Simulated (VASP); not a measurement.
ZnO, 4 atoms in the cell. Symmetry: P6_3mc, No. 186, hexagonal system. The conventional cell has a = 3.178 Å, b = 3.178 Å, c = 5.129 Å, α = 90.00°, β = 90.00°, γ = 120.00°. Within 2.6 Å of Zn (site symmetry 3m) lie 4 O at 1.94 Å. Within 2.6 Å of O (site symmetry 3m) lie 4 Zn at 1.94 Å. 

| Item | Value |
| --- | --- |
| Program | VASP 6.6.1 |
| Task | single point |
| Functional | PBE |
| Potentials or basis | VASP PAW PBE potentials, release 64 (Zn, O) |
| Cutoff | 520 eV |
| k mesh | 9 × 9 × 6 |
| Occupations | gaussian, width 0.02 eV |
| Spin | no spin polarisation |
| Dipole correction | no |
| Further INCAR settings | ALGO = Normal; EDIFF = 1e-06; NBANDS = 26 |

Potentials or basis: VASP PAW PBE potentials, release 64 (Zn, O).

Run with:

```console
$ cat potpaw_PBE.64/Zn/POTCAR potpaw_PBE.64/O/POTCAR > POTCAR
$ mpirun -np 1 vasp_std > vasp.out
```

Hardware: 1 thread of Intel(R) Xeon(R) 6975P-C (Granite Rapids) (shared host).

Question: How long does it take, and how much memory?

Answer: Wall time 43 s on 1 thread of Intel(R) Xeon(R) 6975P-C (Granite Rapids), on a shared host, peak memory 0.18 GiB. Counts: scf iterations 15, k points 48.
